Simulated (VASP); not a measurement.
Input of a VASP 6.6.1 run:

Contents of POSCAR:

```
MgO
1.0
    0.0000000000      2.1980262510      2.1021674168
    2.1980262510      0.0000000000      2.1021674168
    2.1980262510      2.1980262510      0.0000000000
Mg O
1 1
Direct
    0.0000000000      0.0000000000      0.0000000000
    0.5000000000      0.5000000000      0.5000000000
```

INCAR.step1

```
PREC     = Accurate       # precision mode
ENCUT    = 520            # plane-wave cutoff, eV
EDIFF    = 1E-5           # SCF threshold, eV
ISMEAR   = 0              # smearing method
SIGMA    = 0.01           # smearing width, eV
LREAL    = False          # projectors in reciprocal space
LASPH    = True           # aspherical terms in the spheres
NELM     = 100            # most SCF steps
ALGO     = Normal         # electronic algorithm
ISIF     = 2              # what is computed and relaxed
LWAVE    = True           # write WAVECAR
GGA      = PE             # functional
NBANDS   = 11             # bands
```

File INCAR.step2:

```
PREC     = Accurate       # precision mode
ENCUT    = 520            # plane-wave cutoff, eV
EDIFF    = 1E-7           # SCF threshold, eV
ISMEAR   = 0              # smearing method
SIGMA    = 0.01           # smearing width, eV
LREAL    = False          # projectors in reciprocal space
LASPH    = True           # aspherical terms in the spheres
NELM     = 100            # most SCF steps
ALGO     = Normal         # electronic algorithm
ISIF     = 2              # what is computed and relaxed
LWAVE    = False          # write WAVECAR
LCHARG   = True           # write CHGCAR
GGA      = PE             # functional
LHFCALC  = True           # exact exchange
HFSCREEN = 0.2079         # screening, 1/A
PRECFOCK = Normal       
LELF     = True           # ELF
LVHAR    = True         
ISTART   = 1            
NBANDS   = 11             # bands
```

File KPOINTS:

```
regular mesh
0
Gamma
  8 8 8
```

Potentials or basis: VASP PAW PBE potentials, release 64 (Mg, O).

The run is started by

```sh
$ cat potpaw_PBE.64/Mg/POTCAR potpaw_PBE.64/O/POTCAR > POTCAR
$ cp INCAR.step1 INCAR
$ mpirun -np 1 vasp_std > vasp.out
$ cp INCAR.step2 INCAR
$ mpirun -np 1 vasp_std > vasp.out
```

(1) Estimate the band gap on the k mesh.

(2) What does it give for the pressure?

## Answers

(1) 5.53 eV.

(2) -12.5 GPa.

Caveat: the cell differs from its parent crystal (biaxial xy strain +4.6%); the stress differs along the axes, from -14 to -9 GPa; the PAW data sets were made with another functional, which shifts forces and pressure a little.
